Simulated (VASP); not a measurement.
Set up this calculation in VASP 6.6.1, as the native input.

```yaml
Task: relaxation of cell and atoms
Functional: PBEsol
Dispersion: D4
Potentials_or_basis: VASP PAW PBE potentials, release 64 (Hf_pv)
Cutoff: 600 eV
k_mesh: 10 × 10 × 10
Occupations: fermi-dirac, width 0.1 eV
Spin: no spin polarisation
Dipole_correction: no
Further_INCAR_settings: ALGO = Normal; EDIFF = 1e-06; IBRION = 2; EDIFFG = -0.03; NSW = 80; ISIF = 3
```

The structure of Hf lies in POSCAR:

```
Hf
1.0
    1.7418932948      1.7418932948      1.7418932948
   -1.7418932948      1.7418932948      1.7418932948
   -1.7418932948     -1.7418932948      1.7418932948
Hf
1
Direct
    0.0000000000      0.0000000000      0.0000000000
```

One way to write it, as run:

INCAR

```
ALGO     = Normal         # electronic algorithm
EDIFF    = 1E-6           # SCF threshold, eV
EDIFFG   = -0.03          # ionic threshold
ENCUT    = 600            # plane-wave cutoff, eV
GGA      = PS             # functional
IBRION   = 2              # ionic algorithm
ISIF     = 3              # what is computed and relaxed
ISMEAR   = -1             # smearing method
IVDW     = 13             # dispersion correction
LASPH    = T              # aspherical terms in the spheres
LCHARG   = F              # write CHGCAR
LREAL    = F              # projectors in reciprocal space
LWAVE    = F              # write WAVECAR
NELM     = 100            # most SCF steps
NSW      = 80             # ionic steps
PREC     = Accurate       # precision mode
SIGMA    = 0.1            # smearing width, eV
```

KPOINTS

```
k-points
0
Gamma
  10 10 10
```

Potentials or basis: VASP PAW PBE potentials, release 64 (Hf_pv).

Run with:

```console
$ cat potpaw_PBE.64/Hf_pv/POTCAR > POTCAR
$ mpirun -np 1 vasp_std > vasp.out
```

Results of the run:

```json
{"Pressure after relaxing": "-0.2 GPa", "Band gap on the k mesh": "zero (band 5 reaches 6.35 eV, above the bottom of band 6 at 3.99 eV)", "Dispersion energy per atom": "-0.129 eV"}
```

Caveat: the relaxation stopped at its first step, so nothing moved; the PAW data sets were made with another functional, which shifts forces and pressure a little; spin-orbit coupling is left out, which moves the levels of the heavy elements; pairwise dispersion overbinds metals, which lowers pressure and volume.

Wall time 3.6 s on 1 thread of Intel(R) Xeon(R) 6975P-C (Granite Rapids) (shared host), peak memory 0.14 GiB.
